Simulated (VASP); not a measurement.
**CdS: single point with PBE**

The system is CdS.

```
Cd S
1.0
     4.16460    0.00000    0.00000
    -2.08230    3.60665    0.00000
     0.00000    0.00000    6.76601
Cd S
2 2
Direct
  0.33333 0.66667 0.99904
  0.66667 0.33333 0.49904
  0.33333 0.66667 0.37596
  0.66667 0.33333 0.87596
```

| Property | Result |
| --- | --- |
| Program | VASP 6.6.1 |
| Task | single point |
| Functional | PBE |
| Potentials or basis | VASP PAW PBE potentials, release 64 (Cd, S) |
| Cutoff | 520 eV |
| k mesh | 6 × 6 × 4 |
| Occupations | gaussian, width 0.01 eV |
| Spin | no spin polarisation |

* Pressure: 1.7 GPa
* Band gap on the k mesh: 1.17 eV, direct

Levels at points of the mesh, in eV from the valence-band top:
```tsv
k point	band 15	band 16	band 17	band 18	band 19	band 20	band 21	band 22
(0.00, 0.00, 0.00)	-0.73	-0.04	0.00	0.00	1.17	2.76	6.48	6.48
(0.50, 0.00, 0.00)	-2.55	-1.81	-1.24	-0.73	3.68	3.88	5.12	6.35
(0.00, 0.00, 0.50)	-0.38	-0.38	-0.38	-0.38	2.81	2.81	6.17	6.17
(0.50, 0.00, 0.50)	-1.30	-1.30	-1.27	-1.27	3.48	3.48	5.37	5.37
```

Run time: 19 s on 1 thread of Intel(R) Xeon(R) 6975P-C (Granite Rapids) (shared host), peak memory 0.23 GiB.
